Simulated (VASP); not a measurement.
# GaN (P6_3mc) in VASP: a series of runs, part 2 of 2

VASP 6.6.1. The steps go on from the part before.

## (3) Single point, LDA

This run uses another cell than the first one, of 10.71 Å³/atom.

Input file INCAR:

```
ALGO = Normal
EDIFF = 1E-6
ENCUT = 600
GGA_COMPAT = False
ISIF = 2
ISMEAR = 0
LASPH = True
LCHARG = False
LREAL = False
LWAVE = False
NBANDS = 26
NELM = 120
PREC = Accurate
SIGMA = 0.01
```

Input file KPOINTS:

```
k-points
0
Gamma
  7 7 4
```

Input file POSCAR:

```
GaN
1.0
    3.1224307487      0.0000000000      0.0000000000
   -1.5612153744      2.7041045620      0.0000000000
    0.0000000000      0.0000000000      5.0724771220
Ga N
2 2
Direct
    0.3333333333      0.6666666667      0.0000000000
    0.6666666667      0.3333333333      0.5000000000
    0.3333333333      0.6666666667      0.3750000000
    0.6666666667      0.3333333333      0.8750000000
```

Potentials or basis: VASP PAW LDA potentials, release 64 (Ga_d, N).

Launch:

```console
$ cat potpaw_LDA.64/Ga_d/POTCAR potpaw_LDA.64/N/POTCAR > POTCAR
$ mpirun -np 1 vasp_std > vasp.out
```

OUTCAR:

```text
EDIFF = 1E-6
   ENCUT = 600
   ISIF = 2
   ISMEAR = 0
   LASPH = True
   LREAL = False
   NELM = 120
   PREC = Accurate

 ion  position               nearest neighbor table
   1  0.333  0.667  0.000-   3 1.90   4 1.91   4 1.91   4 1.91
   2  0.667  0.333  0.500-   4 1.90   3 1.91   3 1.91   3 1.91
   3  0.333  0.667  0.375-   1 1.90   2 1.91   2 1.91   2 1.91
   4  0.667  0.333  0.875-   2 1.90   1 1.91   1 1.91   1 1.91

  LATTYP: Found a hexagonal cell.
 ALAT       =     3.1224307487
 C/A-ratio  =     1.6245283019

  Lattice vectors:

 A1 = (   3.1224307487,   0.0000000000,   0.0000000000)
 A2 = (  -1.5612153744,   2.7041045620,   0.0000000000)
 A3 = (   0.0000000000,   0.0000000000,   5.0724771220)

Analysis of symmetry for initial positions (statically):
=====================================================================
 Subroutine PRICEL returns:
 Original cell was already a primitive cell.

 Routine SETGRP: Setting up the symmetry group for a
 hexagonal supercell.

 Subroutine GETGRP returns: Found 12 space group operations
 (whereof  6 operations were pure point group operations)
[... 167 lines left out ...]

  energy without entropy =      -27.86783757  energy(sigma->0) =      -27.86783757

 E-fermi :   5.8760     XC(G=0): -12.4705

 val. band max:        5.8128330740   @ k =   0.0000   0.0000   0.0000
 cond. band min:       8.1722068873   @ k =   0.0000   0.0000   0.0000
 fundamental gap:      2.3593738133
 Fermi energy:         5.8759563568

 k-point     1 :       0.0000    0.0000    0.0000
  band No.  band energies     occupation
      1     -10.6243      2.00000
      2      -9.5251      2.00000
      3      -7.8247      2.00000
      4      -7.7992      2.00000
      5      -7.7992      2.00000
      6      -7.7234      2.00000
[... 685 lines left out ...]
     25      19.1745      0.00000
     26      19.1745      0.00000

------------------------ aborting loop because EDIFF is reached ----------------------------------------

  FORCE on cell =-STRESS in cart. coord.  units (eV):
  Direction    XX          YY          ZZ          XY          YZ          ZX
  --------------------------------------------------------------------------------------
  -------------------------------------------------------------------------------------
  Total        1.9050651      1.9050654      2.6299460     -0.0000000     -0.0000000      0.0000000
  in kB       71.2662664     71.2662775     98.3832171     -0.0000000     -0.0000000      0.0000000
  external PRESSURE =      80.3052537 kB  Pullay stress =       0.0000000 kB

 VOLUME and BASIS-vectors are now :
 -----------------------------------------------------------------------------
  energy-cutoff  :      600.00
  volume of cell :       42.83
      direct lattice vectors                 reciprocal lattice vectors
     3.122430749  0.000000000  0.000000000     0.320263308  0.184904092  0.000000000
    -1.561215374  2.704104562  0.000000000     0.000000000  0.369808185  0.000000000
     0.000000000  0.000000000  5.072477122     0.000000000  0.000000000  0.197142338

 POSITION                                       TOTAL-FORCE (eV/Angst)
 -----------------------------------------------------------------------------------
     -0.00000      1.80274      0.00000         0.000000      0.000000     -0.142919
      1.56122      0.90137      2.53624        -0.000000     -0.000000     -0.142919
     -0.00000      1.80274      1.90218         0.000000      0.000000      0.142919
      1.56122      0.90137      4.43842         0.000000      0.000000      0.142919
 -----------------------------------------------------------------------------------
    total drift:                               -0.000000      0.000000      0.000276

  FREE ENERGIE OF THE ION-ELECTRON SYSTEM (eV)
  ---------------------------------------------------
  free  energy   TOTEN  =       -27.8678375734 eV

  energy  without entropy=      -27.8678375734  energy(sigma->0) =      -27.86783757
```

stdout:

```text
POSCAR found type information on POSCAR GaN
 POSCAR found :  2 types and       4 ions
 scaLAPACK will be used
 LDA part: xc-table for (Slater(with rela. corr.)+CA(PZ))
 , standard interpolation
 POSCAR, INCAR and KPOINTS ok, starting setup
 FFT: planning ... GRIDC
 FFT: planning ... GRID_SOFT
 FFT: planning ... GRID
 WAVECAR not read
 entering main loop
```

Wall time 18 s (1 thread of Intel Xeon 6975P-C (Granite Rapids), shared host); peak memory 0.16 GiB.

What came out:

```
Free energy            : -27.8678 eV
Pressure               : 8.0 GPa
Largest force          : 0.143 eV/Å
Band gap on the k mesh : 2.36 eV
```

Forces on the atoms (eV/Å):
```
Ga   0.000  0.000 -0.143
Ga   0.000  0.000 -0.143
N    0.000  0.000  0.143
N    0.000  0.000  0.143
```

Caveat: the cell stands under pressure.

## (4) Single point, LDA

This run uses another cell than the first one, of 11.01 Å³/atom.

Input file INCAR:

```
SYSTEM = GaN
PREC = Accurate
ENCUT = 600
EDIFF = 1E-6
ISMEAR = 0
SIGMA = 0.01
LREAL = .FALSE.
LASPH = .TRUE.
NELM = 120
ALGO = Normal
ISIF = 2
LWAVE = .FALSE.
LCHARG = .FALSE.
GGA = CA
NBANDS = 26
GGA_COMPAT = .FALSE.
```

Input file KPOINTS:

```
Automatic mesh
0
G
  7 7 4
  0 0 0
```

Input file POSCAR:

```
GaN
1.0
    3.1514782842      0.0000000000      0.0000000000
   -1.5757391421      2.7292604676      0.0000000000
    0.0000000000      0.0000000000      5.1196656655
Ga N
2 2
Direct
    0.3333333333      0.6666666667      0.0000000000
    0.6666666667      0.3333333333      0.5000000000
    0.3333333333      0.6666666667      0.3750000000
    0.6666666667      0.3333333333      0.8750000000
```

Launch:

```console
$ cat potpaw_LDA.64/Ga_d/POTCAR potpaw_LDA.64/N/POTCAR > POTCAR
$ mpirun -np 1 vasp_std > vasp.out
```

Wall time 24 s (1 thread of Intel Xeon 6975P-C (Granite Rapids), shared host); peak memory 0.16 GiB.

The run converged. Its results:

- Free energy: -27.9057 eV
- Pressure: 1.9 GPa
- Largest force: 0.135 eV/Å
- Band gap on the k mesh: 2.17 eV

Forces in eV/Å, atoms in the order of the input:
```
Ga   0.000  0.000 -0.135
Ga   0.000  0.000 -0.135
N    0.000  0.000  0.135
N    0.000  0.000  0.135
```

Stress tensor (GPa, compression positive):
```
1.07 0.00 0.00
0.00 1.07 0.00
0.00 0.00 3.48
```

Levels at points of the mesh, in eV from the valence-band top:
```csv
k point,band 14,band 15,band 16,band 17,band 18,band 19,band 20,band 21,band 22,band 23
"(0.00, 0.00, 0.00)",-1.11,-1.11,-0.07,0.00,0.00,2.17,4.38,9.26,9.89,9.89
"(0.00, 0.00, 0.50)",-3.93,-0.57,-0.57,-0.57,-0.57,4.41,4.41,8.52,8.52,10.42
```

## (5) Single point, LDA

This run uses another cell than the first one, of 11.31 Å³/atom.

Input file INCAR:

```
  PREC = Accurate
  ENCUT = 600
  EDIFF = 1E-6
  ISMEAR = 0
  SIGMA = 0.01
  LREAL = False
  LASPH = True
  NELM = 120
  ALGO = Normal
  ISIF = 2
  LWAVE = False
  LCHARG = False
  GGA = CA
  NBANDS = 26
  GGA_COMPAT = False
```

Input file KPOINTS:

```
Automatic mesh
0
Gamma
  7 7 4
```

Input file POSCAR:

```
GaN
1.0
    3.1800000000      0.0000000000      0.0000000000
   -1.5900000000      2.7539610000      0.0000000000
    0.0000000000      0.0000000000      5.1660000000
Ga N
2 2
Direct
    0.3333333333      0.6666666667      0.0000000000
    0.6666666667      0.3333333333      0.5000000000
    0.3333333333      0.6666666667      0.3750000000
    0.6666666667      0.3333333333      0.8750000000
```

Launch:

```console
$ cat potpaw_LDA.64/Ga_d/POTCAR potpaw_LDA.64/N/POTCAR > POTCAR
$ mpirun -np 1 vasp_std > vasp.out
```

Wall time 19 s (1 thread of Intel Xeon 6975P-C (Granite Rapids), shared host); peak memory 0.16 GiB.

It converged, with:

| Property | Result |
| --- | --- |
| Free energy | -27.9001 eV |
| Pressure | -3.5 GPa |
| Largest force | 0.128 eV/Å |
| Band gap on the k mesh | 1.99 eV |

Forces in eV/Å, atoms in the order of the input:
```
Ga   0.000  0.000 -0.128
Ga   0.000  0.000 -0.128
N    0.000  0.000  0.128
N    0.000  0.000  0.128
```

Stress tensor (GPa, compression positive):
```
-4.26  0.00  0.00
 0.00 -4.26  0.00
 0.00  0.00 -2.11
```

Levels at points of the mesh, in eV from the valence-band top:
| k point | band 14 | band 15 | band 16 | band 17 | band 18 | band 19 | band 20 | band 21 | band 22 | band 23 |
| --- | --- | --- | --- | --- | --- | --- | --- | --- | --- | --- |
| (0.00, 0.00, 0.00) | -1.08 | -1.08 | -0.06 | 0.00 | 0.00 | 1.99 | 4.20 | 9.10 | 9.73 | 9.73 |
| (0.00, 0.00, 0.50) | -3.88 | -0.55 | -0.55 | -0.55 | -0.55 | 4.24 | 4.24 | 8.37 | 8.37 | 10.27 |

Caveat: the cell stands under tension. LDA gaps usually lie below the measured ones, often by a third to a half.

## (6) The runs side by side

| cell | gap on the mesh (eV) | pressure (GPa) | largest force (eV/Å) |
| --- | --- | --- | --- |
| a = 3.093, b = 3.093, c = 5.024 Å, angles 90.0, 90.0, 120.0°, 4 atoms | 2.55 | 15.2 | 0.15 |
| a = 3.122, b = 3.122, c = 5.072 Å, angles 90.0, 90.0, 120.0°, 4 atoms | 2.36 | 8.0 | 0.14 |
| a = 3.151, b = 3.151, c = 5.120 Å, angles 90.0, 90.0, 120.0°, 4 atoms | 2.17 | 1.9 | 0.14 |
| a = 3.180, b = 3.180, c = 5.166 Å, angles 90.0, 90.0, 120.0°, 4 atoms | 1.99 | -3.5 | 0.13 |

Alike in all rows: task single point; level LDA; potentials or basis VASP PAW LDA potentials, release 64 (Ga_d, N); no spin polarisation; k mesh 7 × 7 × 4; cutoff (eV) 600; smearing gaussian 0.01 eV.

Caveats: the cell stands under pressure (at least some runs); the cell stands under tension (at least some runs).

Total energies depend on the potentials used, so only differences within one code and one set of settings carry meaning.
